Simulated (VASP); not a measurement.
# ZrC3 in VASP: single point with r2SCAN

Aim: the single point of ZrC3 with r2SCAN.

Program: VASP 6.6.1. These are calculated values, not measurements. Logs are shortened: lines on timing, memory, paths and dates and some standing lists are left out, and cuts for length are marked.

## Step 1: The cell of the first run

The typed cell holds 16 atoms: a = 4.750 Å, b = 4.750 Å, c = 7.936 Å, α = 90.00°, β = 90.00°, γ = 60.00°.

## Step 2: Single point, r2SCAN

POSCAR reads:

```
ZrC3
1.0
    2.3747520000      4.1131910000      0.0000000000
   -2.3747520000      4.1131910000      0.0000000000
    0.0000000000      0.0000000000      7.9364230000
Zr C
4 12
Direct
    0.3333000000      0.3334000000      0.2500000000
    0.6666000000      0.6667000000      0.7500000000
    0.0000000000      0.0000000000      0.0000000000
    0.0000000000      0.0000000000      0.5000000000
    0.5000000000      0.5000000000      0.0000000000
    0.5000000000      0.0000000000      0.5000000000
    0.0000000000      0.5000000000      0.0000000000
    0.5000000000      0.5000000000      0.5000000000
    0.5000000000      0.0000000000      0.0000000000
    0.0000000000      0.5000000000      0.5000000000
    0.8330000000      0.8330000000      0.2500000000
    0.1670000000      0.6660000000      0.7500000000
    0.3340000000      0.8330000000      0.2500000000
    0.1670000000      0.1670000000      0.7500000000
    0.8330000000      0.3340000000      0.2500000000
    0.6660000000      0.1670000000      0.7500000000
```

INCAR.step1 reads:

```
PREC = Accurate
ENCUT = 520
ISMEAR = -1
SIGMA = 0.0156
LREAL = Auto
LASPH = True
NELM = 100
NBANDS = 62
GGA = PE
ALGO = Normal
EDIFF = 1E-4
LWAVE = True
LCHARG = False
```

INCAR.step2 reads:

```
PREC = Accurate
ENCUT = 520
EDIFF = 1E-6
ISMEAR = -1
SIGMA = 0.0156
LREAL = Auto
LASPH = True
NELM = 100
ALGO = Normal
ISIF = 2
LWAVE = False
LCHARG = False
METAGGA = R2SCAN
LMIXTAU = True
NBANDS = 62
ISTART = 1
```

KPOINTS reads:

```
Automatic mesh
0
Gamma
  6 6 4
```

Potentials or basis: VASP PAW PBE potentials, release 64 (Zr_sv, C).

On the command line:

```bash
cat potpaw_PBE.64/Zr_sv/POTCAR potpaw_PBE.64/C/POTCAR > POTCAR
cp INCAR.step1 INCAR
mpirun -np 1 vasp_std > vasp.out
cp INCAR.step2 INCAR
mpirun -np 1 vasp_std > vasp.out
```

OUTCAR:

```text
PREC = Accurate
   ENCUT = 520
   EDIFF = 1E-6
   ISMEAR = -1
   LREAL = Auto
   LASPH = True
   NELM = 100
   ISIF = 2
   METAGGA = R2SCAN
   ISTART = 1

 ion  position               nearest neighbor table
   1  0.333  0.333  0.250-  13 2.37  11 2.37  15 2.37  15 2.37  13 2.37  11 2.37   5 2.41   8 2.41
                             7 2.41  10 2.41   9 2.41   6 2.41   3 3.38   4 3.38   3 3.38   4 3.38
   2  0.667  0.667  0.750-  12 2.37  14 2.37  16 2.37  16 2.37  12 2.37  14 2.37   5 2.41   8 2.41
                             6 2.41   9 2.41   7 2.41  10 2.41   3 3.38   4 3.38   3 3.38   4 3.38
   3  0.000  0.000  0.000-   7 2.37   9 2.37   7 2.37   9 2.37   5 2.37   5 2.37  11 2.41  14 2.41
                            13 2.41  12 2.41  15 2.41  16 2.41   2 3.38   1 3.38   2 3.38   1 3.38
   4  0.000  0.000  0.500-   6 2.37  10 2.37  10 2.37   6 2.37   8 2.37   8 2.37  11 2.41  14 2.41
                            13 2.41  12 2.41  15 2.41  16 2.41   2 3.38   1 3.38   2 3.38   1 3.38
   5  0.500  0.500  0.000-   3 2.37   3 2.37   1 2.41   2 2.41
   6  0.500  0.000  0.500-   4 2.37   4 2.37   2 2.41   1 2.41
   7  0.000  0.500  0.000-   3 2.37   3 2.37   1 2.41   2 2.41
   8  0.500  0.500  0.500-   4 2.37   4 2.37   1 2.41   2 2.41
   9  0.500  0.000  0.000-   3 2.37   3 2.37   2 2.41   1 2.41
  10  0.000  0.500  0.500-   4 2.37   4 2.37   1 2.41   2 2.41
  11  0.833  0.833  0.250-   1 2.37   1 2.37   3 2.41   4 2.41
  12  0.167  0.666  0.750-   2 2.37   2 2.37   4 2.41   3 2.41
  13  0.334  0.833  0.250-   1 2.37   1 2.37   3 2.41   4 2.41
  14  0.167  0.167  0.750-   2 2.37   2 2.37   3 2.41   4 2.41
  15  0.833  0.334  0.250-   1 2.37   1 2.37   3 2.41   4 2.41
  16  0.666  0.167  0.750-   2 2.37   2 2.37   4 2.41   3 2.41

  LATTYP: Found a hexagonal cell.
 ALAT       =     4.7495038966
 C/A-ratio  =     1.6710004187

  Lattice vectors:

 A1 = (   2.3747520000,  -4.1131910000,   0.0000000000)
 A2 = (   2.3747520000,   4.1131910000,   0.0000000000)
 A3 = (   0.0000000000,   0.0000000000,   7.9364230000)

Analysis of symmetry for initial positions (statically):
=====================================================================
 Subroutine PRICEL returns:
 Original cell was already a primitive cell.

 Routine SETGRP: Setting up the symmetry group for a
 hexagonal supercell.

 Subroutine GETGRP returns: Found  4 space group operations
 (whereof  2 operations were pure point group operations)
 out of a pool of 24 trial point group operations.

The static configuration has the point symmetry C_2 .
 The point group associated with its full space group is C_2v.

Analysis of symmetry for dynamics (positions and initial velocities):
=====================================================================
 Subroutine PRICEL returns:
 Original cell was already a primitive cell.

 Routine SETGRP: Setting up the symmetry group for a
 hexagonal supercell.

 Subroutine GETGRP returns: Found  4 space group operations
 (whereof  2 operations were pure point group operations)
 out of a pool of 24 trial point group operations.

The dynamic configuration has the point symmetry C_2 .
 The point group associated with its full space group is C_2v.

 Subroutine INISYM returns: Found  4 space group operations
 (whereof  2 operations are pure point group operations),
 and found     1 'primitive' translations

----------------------------------------------------------------------------------------

                                     Primitive cell

  volume of cell :     155.0429

  direct lattice vectors                    reciprocal lattice vectors
     2.374752000  4.113191000  0.000000000     0.210548301  0.121560122  0.000000000
    -2.374752000  4.113191000  0.000000000    -0.210548301  0.121560122  0.000000000
     0.000000000  0.000000000  7.936423000     0.000000000  0.000000000  0.126001348

  length of vectors
     4.749503897  4.749503897  7.936423000     0.243120239  0.243120239  0.126001348

  position of ions in fractional coordinates (direct lattice)
     0.333300000  0.333400000  0.250000000
     0.666600000  0.666700000  0.750000000
     0.000000000  0.000000000  0.000000000
     0.000000000  0.000000000  0.500000000
     0.500000000  0.500000000  0.000000000
     0.500000000  0.000000000  0.500000000
[... 8 lines left out ...]
     0.833000000  0.334000000  0.250000000
     0.666000000  0.167000000  0.750000000

  ion indices of the primitive-cell ions
   primitive index   ion index
                 1           1
                 2           2
                 3           3
                 4           4
                 5           5
                 6           6
[... 8 lines left out ...]
                15          15
                16          16

----------------------------------------------------------------------------------------

 KPOINTS: Automatic mesh

Automatic generation of k-mesh.
 Grid dimensions read from file:
 generate k-points for:    6    6    4

 Generating k-lattice:

  Cartesian coordinates                     Fractional coordinates (reciprocal lattice)
     0.035091384  0.020260020  0.000000000     0.166666667 -0.000000000  0.000000000
    -0.035091384  0.020260020  0.000000000    -0.000000000  0.166666667  0.000000000
     0.000000000  0.000000000  0.031500337     0.000000000  0.000000000  0.250000000

  Length of vectors
     0.040520040  0.040520040  0.031500337

  Shift w.r.t. Gamma in fractional coordinates (k-lattice)
     0.000000000  0.000000000  0.000000000

 Subroutine IBZKPT returns following result:
 ===========================================

 Found     39 irreducible k-points:

 Following reciprocal coordinates:
            Coordinates               Weight
  0.000000  0.000000  0.000000      1.000000
  0.166667  0.000000  0.000000      4.000000
  0.166667  0.166667  0.000000      2.000000
  0.333333 -0.000000  0.000000      4.000000
  0.333333  0.333333  0.000000      2.000000
  0.500000 -0.000000  0.000000      2.000000
[... 16 lines left out ...]
  0.500000  0.166667  0.250000      8.000000
  0.333333  0.500000  0.250000      8.000000
 [... further k-points ...]
   k-points           NKPTS =     39   k-points in BZ     NKDIM =     39   number of bands    NBANDS=     62
   number of dos      NEDOS =    301   number of ions     NIONS =     16
   total plane-waves  NPLWV =  77760
   dimension x,y,z NGX =    36 NGY =   36 NGZ =   60
   dimension x,y,z NGXF=    72 NGYF=   72 NGZF=  120
   ions per type =               4  12
   NGX,Y,Z   is equivalent  to a cutoff of  12.60, 12.60, 12.57 a.u.
   NGXF,Y,Z  is equivalent  to a cutoff of  25.20, 25.20, 25.14 a.u.
 SYSTEM =  unknown system
   PREC   = accura    normal or accurate (medium, high low for compatibility)
   ISTART =      1    job   : 0-new  1-cont  2-samecut
   ICHARG =      0    charge: 1-file 2-atom 10-const
   ISPIN  =      1    spin polarized calculation?
   LNONCOLLINEAR =      F non collinear calculations
   LSORBIT =      F    spin-orbit coupling
   LASPH  =      T    aspherical Exc in radial PAW
   ENCUT  =  520.0 eV  38.22 Ry    6.18 a.u.   8.83  8.83 14.76*2*pi/ulx,y,z
   NELM   =    100;   NELMIN=  2; NELMDL=  0     # of ELM steps
   EDIFF  = 0.1E-05   stopping-criterion for ELM
   LREAL  =      T    real-space projection
   EDIFFG = 0.1E-04   stopping-criterion for IOM
   NSW    =      0    number of steps for IOM
   IBRION =     -1    ionic relax: 0-MD 1-quasi-New 2-CG
   NFREE  =      0    steps in history (QN), initial steepest desc. (CG)
   ISIF   =      2    stress and relaxation
   ISYM   =      2    0-nonsym 1-usesym 2-fastsym
   POTIM  = 0.5000    time-step for ionic-motion
   TEBEG  =    0.0;   TEEND  =   0.0 temperature during run
   PSTRESS=    0.0 pullay stress
   NELECT =      96.0000    total number of electrons
   NUPDOWN=      -1.0000    fix difference up-down
   EMIN   =  10.00;   EMAX   =-10.00  energy-range for DOS
   EFERMI =   0.00;   METHOD = LEGACY
   ISMEAR =    -1;   SIGMA  =   0.02  broadening in eV -4-tet -1-fermi 0-gaus
   EFERMI_NEDOS =   21; number of points for ismear=-14 and -15
   IALGO  =     38    algorithm
   IMIX   =      4    mixing-type and parameters
     AMIX     =   0.40;   BMIX     =  1.00
     AMIX_MAG =   1.60;   BMIX_MAG =  1.00
  volume/ion in A,a.u.               =       9.69        65.39
  Fermi-wavevector in a.u.,A,eV,Ry     =   1.395344  2.636818 26.490334  1.946985
  Thomas-Fermi vector in A             =   2.518805
   LORBIT       =      0    0 simple, 1 ext, 2 COOP (PROOUT), +10 PAW based schemes
   METAGGA = R2SCAN    functional components
   LHFCALC =     F    Hartree Fock is set to
   AEXX    =    0.0000 exact exchange contribution
   IVDW    =     0    specifies the selected vdW correction
   LEPSILON=     F    determine dielectric tensor
   LRPA    =     F    only Hartree local field effects (RPA)
 non-spin polarized calculation
  energy-cutoff  :      520.00
  volume of cell :      155.04
 maximum number of plane-waves:      4206
   NGX = 17   NGY = 17   NGZ = 29

 number of electron      96.0000002 magnetization

 Free energy of the ion-electron system (eV)
  ---------------------------------------------------
  ext. energy  EPLUGINS =         0.00000000
  ---------------------------------------------------
  free energy    TOTEN  =      -180.69599499 eV

  energy without entropy =     -180.68737070  energy(sigma->0) =     -180.69168284

 E-fermi :   9.5407     XC(G=0): -13.5164

 val. band max:        9.5381968771   @ k =   0.5000  -0.0000   0.5000
 cond. band min:       9.6103493074   @ k =   0.5000  -0.0000   0.2500
 fundamental gap:      0.0721524303
 Fermi energy:         9.5406674129

 k-point     1 :       0.0000    0.0000    0.0000
  band No.  band energies     occupation
      1     -40.7176      2.00000
      2     -40.6902      2.00000
      3     -40.6300      2.00000
      4     -40.6081      2.00000
      5     -18.3316      2.00000
      6     -18.3259      2.00000
[... 52 lines left out ...]
     59      13.6793      0.00000
     60      13.6794      0.00000

 k-point     2 :       0.1667    0.0000    0.0000
  band No.  band energies     occupation
      1     -40.7128      2.00000
      2     -40.6901      2.00000
      3     -40.6299      2.00000
      4     -40.6127      2.00000
      5     -18.3847      2.00000
      6     -18.3519      2.00000
[... 52 lines left out ...]
     59      13.2388      0.00000
     60      13.2785      0.00000

 k-point     3 :       0.1667    0.1667    0.0000
  band No.  band energies     occupation
      1     -40.7128      2.00000
      2     -40.6901      2.00000
      3     -40.6299      2.00000
      4     -40.6127      2.00000
      5     -18.3846      2.00000
      6     -18.3520      2.00000
[... 1312 lines left out ...]
     59      12.1688      0.00000
     60      12.3229      0.00000

 k-point    24 :       0.3333    0.5000    0.2500
  band No.  band energies     occupation
      1     -40.6935      2.00000
      2     -40.6905      2.00000
      3     -40.6304      2.00000
      4     -40.6296      2.00000
      5     -18.4842      2.00000
      6     -18.4612      2.00000
[... 52 lines left out ...]
     59      12.1686      0.00000
     60      12.3229      0.00000

 [... further k-points ...]

 [bands above 60 left out]

------------------------ aborting loop because EDIFF is reached ----------------------------------------

  FORCE on cell =-STRESS in cart. coord.  units (eV):
  Direction    XX          YY          ZZ          XY          YZ          ZX
  --------------------------------------------------------------------------------------
  -------------------------------------------------------------------------------------
  Total        1.5933489      1.5923790      4.0531558      0.0000000      0.0000000      0.0000000
  in kB       16.4652954     16.4552724     41.8843649      0.0000000      0.0000000      0.0000000
  external PRESSURE =      24.9349776 kB  Pullay stress =       0.0000000 kB

 VOLUME and BASIS-vectors are now :
 -----------------------------------------------------------------------------
  energy-cutoff  :      520.00
  volume of cell :      155.04
      direct lattice vectors                 reciprocal lattice vectors
     2.374752000  4.113191000  0.000000000     0.210548301  0.121560122  0.000000000
    -2.374752000  4.113191000  0.000000000    -0.210548301  0.121560122  0.000000000
     0.000000000  0.000000000  7.936423000     0.000000000  0.000000000  0.126001348

 POSITION                                       TOTAL-FORCE (eV/Angst)
 -----------------------------------------------------------------------------------
     -0.00024      2.74226      1.98411         0.003289     -0.001803      0.000000
     -0.00024      5.48412      5.95232         0.003289      0.001803     -0.000000
      0.00000      0.00000      0.00000        -0.000351      0.000000      0.000000
      0.00000      0.00000      3.96821        -0.000351      0.000000      0.000000
      0.00000      4.11319      0.00000         0.000228      0.000000      0.000000
      1.18738      2.05660      3.96821        -0.000316      0.000314     -0.000989
[... 8 lines left out ...]
      1.18500      4.80009      1.98411        -1.120524      0.646913      0.000000
      1.18500      3.42629      5.95232        -1.120524     -0.646913      0.000000
 -----------------------------------------------------------------------------------
    total drift:                               -0.000063     -0.000000     -0.000000

  FREE ENERGIE OF THE ION-ELECTRON SYSTEM (eV)
  ---------------------------------------------------
  free  energy   TOTEN  =      -180.6959949868 eV

  energy  without entropy=     -180.6873707029  energy(sigma->0) =     -180.69168284
```

Wall time 37 min (1 thread of Intel Xeon 8259CL, shared host); peak memory 0.42 GiB.

Results:

```yaml
Free_energy: -180.6960 eV
Pressure: 2.5 GPa
Largest_force: 1.294 eV/Å
Band_gap_on_the_k_mesh: zero (bands 48 and 49 overlap by 1.14 eV)
```

Forces in eV/Å, atoms in the order of the input:
```
Zr   0.003 -0.002  0.000
Zr   0.003  0.002  0.000
Zr   0.000  0.000  0.000
Zr   0.000  0.000  0.000
C    0.000  0.000  0.000
C    0.000  0.000 -0.001
C    0.000  0.000 -0.001
C    0.000  0.000  0.000
C    0.000  0.000  0.001
C    0.000  0.000  0.001
C   -0.002 -1.294  0.000
C    1.120 -0.649  0.000
C    1.120  0.649  0.000
C   -0.002  1.294  0.000
C   -1.121  0.647  0.000
C   -1.121 -0.647  0.000
```

Caveat: the PAW data sets were made with another functional, which shifts forces and pressure a little.

The gap in the log of VASP goes by the Fermi energy; the results here count the filled bands.